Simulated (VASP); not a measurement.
# BeCu2SnTe4: single point with r2SCAN+rVV10

Crystal: BeCu2SnTe4.

```
Cu Be Sn Te
1.0
    -2.97723    2.97723    6.00227
     2.97723   -2.97723    6.00227
     2.97723    2.97723   -6.00227
Cu Be Sn Te
2 1 1 4
Direct
  0.75000 0.25000 0.50000
  0.25000 0.75000 0.50000
  0.00000 0.00000 0.00000
  0.50000 0.50000 0.00000
  0.90667 0.90667 0.55052
  0.09333 0.64385 0.00000
  0.64385 0.09333 0.00000
  0.35615 0.35615 0.44948
```

| Property | Result |
| --- | --- |
| Program | VASP 6.6.1 |
| Task | single point |
| Functional | r2SCAN |
| Dispersion | rVV10 |
| Potentials or basis | VASP PAW PBE potentials, release 64 (Cu, Be, Sn_d, Te) |
| Cutoff | 660 eV |
| k mesh | 6 × 6 × 6 |
| Occupations | fermi-dirac, width 0.03 eV |
| Spin | no spin polarisation |
| Dipole correction | no |
| Further INCAR settings | ALGO = Normal; EDIFF = 1e-06; NBANDS = 41 |

```
Pressure               : 0.2 GPa
Largest force          : 0.009 eV/Å
Band gap on the k mesh : zero (bands 31 and 32 overlap by 0.17 eV)
```

Forces on the atoms (eV/Å):
```
Cu   0.000  0.000  0.000
Cu   0.000  0.000  0.000
Be   0.000  0.000  0.000
Sn   0.000  0.000  0.000
Te  -0.001 -0.001  0.008
Te  -0.001  0.001 -0.008
Te   0.001 -0.001 -0.008
Te   0.001  0.001  0.008
```

Levels at points of the mesh, in eV from the Fermi level:
| k point | band 29 | band 30 | band 31 | band 32 | band 33 | band 34 |
| --- | --- | --- | --- | --- | --- | --- |
| (0.00, 0.00, 0.00) | -0.08 | -0.01 | 0.06 | 0.06 | 1.21 | 2.71 |
| (0.50, 0.00, 0.00) | -1.55 | -1.10 | -1.02 | 1.61 | 2.45 | 2.90 |
| (0.50, 0.50, 0.00) | -0.68 | -0.59 | -0.43 | -0.12 | 1.97 | 2.50 |
| (0.50, 0.50, 0.50) | -1.72 | -1.01 | -1.01 | 0.11 | 1.22 | 1.57 |

Wall time 100 min on 1 thread of Intel Xeon 8259CL (shared host), peak memory 1.8 GiB.

Caveat: the PAW data sets were made with another functional, which shifts forces and pressure a little; spin-orbit coupling is left out, which moves the levels of the heavy elements.
